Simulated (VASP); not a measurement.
# MgSi4N (P-43m) in VASP: notebook, part 2 of 2

VASP 6.6.1. The steps go on from the part before.

### 5 Single point, PBE

This run uses another cell than the first one, of 19.59 Å³/atom.

The input, INCAR:

```
SYSTEM = MgSi4N
PREC = Accurate
ENCUT = 520
EDIFF = 1E-6
ISMEAR = 0
SIGMA = 0.1
LREAL = .FALSE.
LASPH = .TRUE.
NELM = 100
ALGO = Normal
ISIF = 2
LWAVE = .FALSE.
LCHARG = .FALSE.
GGA = PE
NBANDS = 20
```

The input, KPOINTS:

```
regular mesh
0
G
  8 8 8
  0 0 0
```

The input, POSCAR:

```
MgSi4N
1.0
    4.8988916501      0.0000000000      0.0000000000
    0.0000000000      4.8988916501      0.0000000000
    0.0000000000      0.0000000000      4.8988916501
Mg Si N
1 4 1
Direct
    0.0000000000      0.0000000000      0.0000000000
    0.7148999760      0.7148999760      0.7148999760
    0.2851000240      0.2851000240      0.7148999760
    0.2851000240      0.7148999760      0.2851000240
    0.7148999760      0.2851000240      0.2851000240
    0.5000000000      0.5000000000      0.5000000000
```

The run is started by

```sh
cat potpaw_PBE.64/Mg/POTCAR potpaw_PBE.64/Si/POTCAR potpaw_PBE.64/N/POTCAR > POTCAR
mpirun -np 1 vasp_std > vasp.out
```

Wall time 79 s (1 thread of Intel Xeon 8259CL, shared host); peak memory 0.25 GiB.

The run converged. Its results:

```
Free energy            : -26.5350 eV
Pressure               : -0.1 GPa
Largest force          : 0.024 eV/Å
Band gap on the k mesh : zero (an odd number of electrons rules out a gap without spin polarisation)
```

Forces in eV/Å, atoms in the order of the input:
```
Mg   0.000  0.000  0.000
Si  -0.014 -0.014 -0.014
Si   0.014  0.014 -0.014
Si   0.014 -0.014  0.014
Si  -0.014  0.014  0.014
N    0.000  0.000  0.000
```

Levels at points of the mesh, in eV from the Fermi level:
| k point | band 9 | band 10 | band 11 | band 12 | band 13 | band 14 |
| --- | --- | --- | --- | --- | --- | --- |
| (0.00, 0.00, 0.00) | -3.55 | -3.55 | -0.50 | 1.16 | 1.16 | 1.16 |
| (0.50, 0.00, 0.00) | -2.72 | -1.34 | -0.47 | -0.09 | 0.34 | 0.34 |
| (0.50, 0.50, 0.00) | -1.72 | -1.72 | -1.64 | -0.25 | 0.56 | 0.56 |
| (0.50, 0.50, 0.50) | -2.33 | -2.33 | -2.33 | -0.64 | 2.02 | 2.02 |

### 6 Relaxation of cell and atoms, PBE

This run uses another cell than the first one, of 19.45 Å³/atom.

The input, INCAR:

```
SYSTEM = MgSi4N
  ALGO = Normal
  EDIFF = 1E-7
  EDIFFG = -0.01
  ENCUT = 600
  GGA = PE
  IBRION = 2
  ISIF = 3
  ISMEAR = 0
  LASPH = .TRUE.
  LCHARG = .FALSE.
  LREAL = .FALSE.
  LWAVE = .FALSE.
  NELM = 100
  NSW = 100
  PREC = Accurate
  SIGMA = 0.1
```

The input, KPOINTS:

```
k-points
0
G
  8 8 8
  0 0 0
```

The input, POSCAR:

```
MgSi4N
1.0
    4.8865005139      0.0000000000      0.0000000000
    0.0000000000      4.8865005139      0.0000000000
    0.0000000000      0.0000000000      4.8865005139
Mg Si N
1 4 1
Direct
    0.0000000000      0.0000000000      0.0000000000
    0.7151122269      0.7151122269      0.7151122269
    0.2848877731      0.2848877731      0.7151122269
    0.2848877731      0.7151122269      0.2848877731
    0.7151122269      0.2848877731      0.2848877731
    0.5000000000      0.5000000000      0.5000000000
```

Potentials or basis: VASP PAW PBE potentials, release 64 (Mg, Si, N).

The run is started by

```sh
cat potpaw_PBE.64/Mg/POTCAR potpaw_PBE.64/Si/POTCAR potpaw_PBE.64/N/POTCAR > POTCAR
mpirun -np 1 vasp_std > vasp.out
```

OUTCAR:

```text
SYSTEM = MgSi4N
   EDIFF = 1E-7
   EDIFFG = -0.01
   ENCUT = 600
   GGA = PE
   IBRION = 2
   ISIF = 3
   ISMEAR = 0
   LASPH = .TRUE.
   LREAL = .FALSE.
   NELM = 100
   NSW = 100
   PREC = Accurate

 ion  position               nearest neighbor table
   1  0.000  0.000  0.000-   2 2.41   3 2.41   4 2.41   5 2.41
   2  0.715  0.715  0.715-   6 1.82   1 2.41   4 2.97   5 2.97   3 2.97
   3  0.285  0.285  0.715-   6 1.82   1 2.41   4 2.97   5 2.97   2 2.97
   4  0.285  0.715  0.285-   6 1.82   1 2.41   3 2.97   5 2.97   2 2.97
   5  0.715  0.285  0.285-   6 1.82   1 2.41   3 2.97   4 2.97   2 2.97
   6  0.500  0.500  0.500-   2 1.82   3 1.82   4 1.82   5 1.82

  LATTYP: Found a simple cubic cell.
 ALAT       =     4.8865005139

  Lattice vectors:

[... 369 lines left out ...]
      3      -4.0840      2.00000
      4      -4.0840      2.00000
      5      -3.6044      2.00000
      6       1.2374      2.00000
      7       1.2374      2.00000
      8       1.2374      2.00000
      9       1.7245      2.00000
     10       1.7245      2.00000
     11       4.7845      2.00000
     12       6.4426      0.00000
     13       6.4426      0.00000
     14       6.4426      0.00000
[... 401 lines left out ...]
      2      -4.7589      2.00000
      3      -4.6219      2.00000
      4      -4.0981      2.00000
      5      -1.3220      2.00000
      6      -0.6204      2.00000
      7       0.2885      2.00000
      8       0.4839      2.00000
      9       2.9901      2.00000
     10       3.4426      2.00000
     11       3.7669      2.00000
     12       5.2333      1.48281
     13       5.9656      0.00000
     14       6.3843      0.00000
     15       6.8722      0.00000

 [... further k-points ...]

------------------------ aborting loop because EDIFF is reached ----------------------------------------

  FORCE on cell =-STRESS in cart. coord.  units (eV):
  Direction    XX          YY          ZZ          XY          YZ          ZX
  --------------------------------------------------------------------------------------
  -------------------------------------------------------------------------------------
  Total        0.0001729      0.0001729      0.0001729     -0.0000000      0.0000000     -0.0000000
  in kB        0.0023581      0.0023581      0.0023581     -0.0000000      0.0000000     -0.0000000
  external PRESSURE =       0.0023581 kB  Pullay stress =       0.0000000 kB
[... 21 lines left out ...]
  FREE ENERGIE OF THE ION-ELECTRON SYSTEM (eV)
  ---------------------------------------------------
  free  energy   TOTEN  =       -26.5367168767 eV

  energy  without entropy=      -26.5215206074  energy(sigma->0) =      -26.52911874

 reached required accuracy - stopping structural energy minimisation
```

It took 5.2 min on 1 thread of Intel Xeon 8259CL, shared host; peak memory 0.3 GiB.

What came out:

```
Free energy                           : -26.5367 eV
Relaxed volume                        : 19.58 Å³/atom
Relaxed cell                          : a = 4.897 Å, b = 4.897 Å, c = 4.897 Å, α = 90.00°, β = 90.00°, γ = 90.00°
Space group after relaxing (to 0.1 Å) : P-43m (No. 215)
Energy gained by relaxing             : 0.2 meV/atom
Ionic steps                           : 5
Pressure after relaxing               : 0.0 GPa
Band gap on the k mesh                : zero (an odd number of electrons rules out a gap without spin polarisation)
```

Step by step:
| step | energy change (eV) | largest force (eV/Å) | pressure (GPa) | volume (Å³) |
| --- | --- | --- | --- | --- |
| 1 | 0.0000 | 0.0252 | 0.35 | 116.68 |
| 2 | -0.0009 | 0.0299 | -0.01 | 117.39 |
| 3 | -0.0009 | 0.0303 | -0.04 | 117.44 |
| 4 | -0.0009 | 0.0164 | 0.02 | 117.46 |
| 5 | -0.0009 | 0.0001 | 0.00 | 117.45 |

Final structure:
```
Mg Si N
1.0
     4.89725    0.00000    0.00000
     0.00000    4.89725    0.00000
     0.00000    0.00000    4.89725
Mg Si N
1 4 1
Cartesian
  0.0000 0.0000 0.0000
  3.5007 3.5007 3.5007
  1.3965 1.3965 3.5007
  1.3965 3.5007 1.3965
  3.5007 1.3965 1.3965
  2.4486 2.4486 2.4486
```

### 7 The runs side by side

| task | cell | k mesh | cutoff (eV) | gap on the mesh (eV) | pressure (GPa) | relaxed volume (Å³/atom) | largest force (eV/Å) |
| --- | --- | --- | --- | --- | --- | --- | --- |
| single point | a = 4.768 Å, 6 atoms, atomic positions A | 4 × 4 × 4 | 520 | none | 24.9 | - | 13.69 |
| single point | a = 4.887 Å, 6 atoms, atomic positions B | 4 × 4 × 4 | 520 | none | 0.1 | - | 0.03 |
| relaxation of cell and atoms | relaxed from a = 4.768 Å, 6 atoms, atomic positions A | 4 × 4 × 4 | 600 | none | 0.1 | 19.47 | 0.01 |
| single point | a = 4.899 Å, 6 atoms, atomic positions B | 8 × 8 × 8 | 520 | none | -0.1 | - | 0.02 |
| relaxation of cell and atoms | relaxed from a = 4.887 Å, 6 atoms, atomic positions B | 8 × 8 × 8 | 600 | none | 0.0 | 19.58 | - |

Alike in all rows: level PBE; potentials or basis VASP PAW PBE potentials, release 64 (Mg, Si, N); no spin polarisation; smearing gaussian 0.1 eV.

Caveats: the cell stands under pressure (at least some runs); forces of over 1 eV/Å act on the atoms, so gaps and moduli don't describe the material at rest (at least some runs).

Total energies depend on the potentials used, so only differences within one code and one set of settings carry meaning.
